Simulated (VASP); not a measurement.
Set up this calculation in VASP 6.6.1, as the native input.

```yaml
Task: relaxation of cell and atoms
Functional: PBE
Potentials_or_basis: VASP PAW PBE potentials, release 64 (B, Sb, P)
Cutoff: 600 eV
k_mesh: 12 × 12 × 4
Occupations: gaussian, width 0.1 eV
Spin: no spin polarisation
Dipole_correction: no
Further_INCAR_settings: ALGO = Normal; EDIFF = 1e-07; IBRION = 2; EDIFFG = -0.01; NSW = 100; ISIF = 3
```

The structure of B2SbP3 lies in POSCAR:

```
B2SbP3
1.0
    3.1800803652      0.0000000000      0.0000000000
   -1.5900401826      2.7540303823      0.0000000000
    0.0000000000      0.0000000000      9.8598913608
B Sb P
2 1 3
Direct
    0.3333333333      0.6666666667      0.6501280364
    0.6666666667      0.3333333333      0.3498719636
    0.0000000000      0.0000000000      0.0000000000
    0.0000000000      0.0000000000      0.5000000000
    0.3333333333      0.6666666667      0.2684397048
    0.6666666667      0.3333333333      0.7315602952
```

The cell was built from a structure type or drawn by symmetry, and may not be a known phase.

One way to write it, as run:

INCAR

```
SYSTEM = B2SbP3
ALGO = Normal
EDIFF = 1E-7
EDIFFG = -0.01
ENCUT = 600
GGA = PE
IBRION = 2
ISIF = 3
ISMEAR = 0
LASPH = .TRUE.
LCHARG = .FALSE.
LREAL = .FALSE.
LWAVE = .FALSE.
NELM = 80
NSW = 100
PREC = Accurate
SIGMA = 0.1
```

KPOINTS

```
k-points
0
G
  12 12 4
  0 0 0
```

Potentials or basis: VASP PAW PBE potentials, release 64 (B, Sb, P).

Command:

```bash
$ cat potpaw_PBE.64/B/POTCAR potpaw_PBE.64/Sb/POTCAR potpaw_PBE.64/P/POTCAR > POTCAR
$ mpirun -np 1 vasp_std > vasp.out
```

Results of the run:

The relaxed volume is 14.50 Å³/atom and the relaxed cell is a = 3.159 Å, b = 3.159 Å, c = 10.068 Å, α = 90.00°, β = 90.00°, γ = 120.00°. The space group after relaxing (to 0.1 Å) is P-3m1 (No. 164) and the energy gained by relaxing is 5.2 meV/atom. The ionic steps are 13, the pressure after relaxing is -0.1 GPa and the largest force after relaxing is 0.004 eV/Å. The band gap on the k mesh is zero (bands 13 and 14 overlap by 3.30 eV).

Caveat: spin-orbit coupling is left out, which moves the levels of the heavy elements.

It took 26 min on 1 thread of Intel Xeon 8259CL (shared host), peak memory 0.34 GiB.
